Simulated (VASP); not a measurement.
# Ir: single point with PBE

Ir:

```
Ir
1.0
     0.00000    1.92829    1.92829
     1.92829    0.00000    1.92829
     1.92829    1.92829    0.00000
Ir
1
Direct
  0.00000 0.00000 0.00000
```

```json
{
 "Program": "VASP 6.6.1",
 "Task": "single point",
 "Functional": "PBE",
 "Potentials or basis": "VASP PAW PBE potentials, release 64 (Ir)",
 "Cutoff": "500 eV",
 "k mesh": "13 × 13 × 13",
 "Occupations": "fermi-dirac, width 0.1 eV",
 "Spin": "no spin polarisation",
 "Dipole correction": "no",
 "Further INCAR settings": "ALGO = Normal; EDIFF = 1e-06; NBANDS = 10"
}
```

- Pressure: 4.9 GPa

Levels at points of the mesh, in eV from the Fermi level:
| k point | band 1 | band 2 | band 3 | band 4 | band 5 | band 6 | band 7 | band 8 | band 9 |
| --- | --- | --- | --- | --- | --- | --- | --- | --- | --- |
| (0.00, 0.00, 0.00) | -10.99 | -3.82 | -3.82 | -3.82 | -1.18 | -1.18 | 14.33 | 19.84 | 19.84 |

Run time: 7 s on 1 thread of Intel Xeon 6975P-C (shared host), peak memory 0.13 GiB.

Caveat: spin-orbit coupling is left out, which moves the levels of the heavy elements.
